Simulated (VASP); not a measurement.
## CaSe: single point with PBE

The system is CaSe.

```
CELL_PARAMETERS angstrom
0.00000 2.94927 2.94927
2.94927 0.00000 2.94927
2.94927 2.94927 0.00000
ATOMIC_POSITIONS crystal
Ca 0.00000 0.00000 0.00000
Se 0.50000 0.50000 0.50000
```

This cell differs from its parent crystal: volume scaled by 0.97.

```json
{"Program": "VASP 6.6.1", "Task": "single point", "Functional": "PBE", "Potentials or basis": "VASP PAW PBE potentials, release 64 (Ca_sv, Se)", "Cutoff": "520 eV", "k mesh": "8 × 8 × 8", "Occupations": "gaussian, width 0.02 eV", "Spin": "no spin polarisation"}
```

```json
{"Pressure": "1.7 GPa", "Band gap on the k mesh": "2.00 eV, indirect (least direct gap 2.95 eV)"}
```

Levels at points of the mesh, in eV from the valence-band top:
```csv
k point,band 4,band 5,band 6,band 7,band 8,band 9,band 10,band 11,band 12,band 13
"(0.00, 0.00, 0.00)",-20.72,-11.83,0.00,0.00,0.00,3.39,3.70,3.70,3.70,4.28
"(0.50, 0.00, 0.00)",-20.73,-11.11,-3.32,-1.22,-1.22,4.53,5.50,5.53,5.53,7.57
"(0.50, 0.50, 0.00)",-20.75,-11.24,-2.54,-0.94,-0.94,2.00,5.06,5.09,6.07,6.07
```

Run time: 9.5 s on 1 thread of Intel(R) Xeon(R) 6975P-C (Granite Rapids) (shared host), peak memory 0.17 GiB.

 A k mesh can miss the band edges.
